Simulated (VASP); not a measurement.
Here is a VASP 6.6.1 calculation.

INCAR

```
PREC = Accurate ; ENCUT = 520
EDIFF = 1E-6 ; ISMEAR = 0
SIGMA = 0.05 ; LREAL = False
LASPH = True ; NELM = 60
ALGO = Normal ; ISIF = 2
LWAVE = False ; LCHARG = False
GGA = PE ; NBANDS = 35
```

KPOINTS

```
regular mesh
0
Gamma
  6 6 8
```

POSCAR

```
SnO2
1.0
    4.8539386023      0.0000000000      0.0000000000
    0.0000000000      4.8539523402      0.0000000000
    0.0000000000      0.0000000000      3.2031140837
Sn O
2 4
Direct
    0.5000000000      0.5000000000      0.5000000000
    0.0000000000      0.0000000000      0.0000000000
    0.3212190046      0.3212768970      0.0000000000
    0.8212190046      0.1787231030      0.5000000000
    0.1787809954      0.8212768970      0.5000000000
    0.6787809954      0.6787231030      0.0000000000
```

Potentials or basis: VASP PAW PBE potentials, release 64 (Sn_d, O).

Run with:

```bash
$ cat potpaw_PBE.64/Sn_d/POTCAR potpaw_PBE.64/O/POTCAR > POTCAR
$ mpirun -np 1 vasp_std > vasp.out
```

Q: Predict the band gap on the k mesh.

A: 1.08 eV.

Q: What does it give for the largest force?

A: 2.317 eV/Å.

Q: What does it give for the pressure?

A: 7.4 GPa.

Stress tensor (GPa, compression positive):
```
 5.02  0.00  0.00
 0.00  5.02  0.00
 0.00  0.00 12.17
```

Caveat: the cell stands under pressure; spin-orbit coupling is left out, which moves the levels of the heavy elements; forces of over 1 eV/Å act on the atoms, so gaps and moduli don't describe the material at rest.
